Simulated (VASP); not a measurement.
Input of a VASP 6.6.1 run:

The input INCAR:

```
  PREC = Accurate
  ENCUT = 520
  EDIFF = 1E-6
  ISMEAR = -1
  SIGMA = 0.05
  LREAL = F
  LASPH = T
  NELM = 100
  ALGO = Normal
  ISIF = 2
  LWAVE = F
  LCHARG = T
  GGA = PE
  LELF = T
  LVHAR = T
  NBANDS = 9
```

The input KPOINTS:

```
Automatic mesh
0
Gamma
  14 14 8
```

POSCAR

```
Mg
1.0
    3.1913177079      0.0000000000      0.0000000000
   -1.5956588540      2.7637622066      0.0000000000
    0.0000000000      0.0000000000      5.2009454064
Mg
2
Direct
    0.3333333333      0.6666666667      0.2500000000
    0.6666666667      0.3333333333      0.7500000000
```

Potentials or basis: VASP PAW PBE potentials, release 64 (Mg).

Launch:

```console
$ cat potpaw_PBE.64/Mg/POTCAR > POTCAR
$ mpirun -np 1 vasp_std > vasp.out
```

Estimate the band gap on the k mesh.

zero (band 2 reaches 3.42 eV, above the bottom of band 3 at 1.36 eV).

Estimate the pressure.

-0.1 GPa.
